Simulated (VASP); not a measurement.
Here is a VASP 6.6.1 calculation.

Contents of INCAR:

```
  PREC = Accurate
  ENCUT = 600
  EDIFF = 1E-6
  ISMEAR = 0
  SIGMA = 0.2
  LREAL = False
  LASPH = True
  NELM = 120
  ALGO = Normal
  ISIF = 2
  LWAVE = False
  LCHARG = False
  GGA = PE
  NBANDS = 22
  GGA_COMPAT = False
```

Contents of KPOINTS:

```
Automatic mesh
0
Gamma
  4 4 4
```

Contents of POSCAR:

```
Be4ZnSe
1.0
    4.7564881393      0.0000000000      0.0000000000
   -2.3782440697      4.1192395615      0.0000000000
    0.0000000000      0.0000000000      3.7498251256
Be Zn Se
4 1 1
Direct
    0.3333333333      0.6666666667      0.0000000000
    0.6458426599      0.8229213300      0.5000000000
    0.1770786700      0.8229213300      0.5000000000
    0.1770786700      0.3541573401      0.5000000000
    0.0000000000      0.0000000000      0.0000000000
    0.6666666667      0.3333333333      0.0000000000
```

Potentials or basis: VASP PAW PBE potentials, release 64 (Be, Zn, Se).

Launch:

```console
$ cat potpaw_PBE.64/Be/POTCAR potpaw_PBE.64/Zn/POTCAR potpaw_PBE.64/Se/POTCAR > POTCAR
$ mpirun -np 1 vasp_std > vasp.out
```

(1) Predict the pressure.

(2) Predict the largest force.

(3) Estimate the band gap on the k mesh.

Results:

(1) 0.1 GPa.

(2) 0.041 eV/Å.

(3) zero (band 13 reaches 6.15 eV, above the bottom of band 14 at 3.95 eV).

Caveat: the k points lie up to 0.42 Å⁻¹ apart.
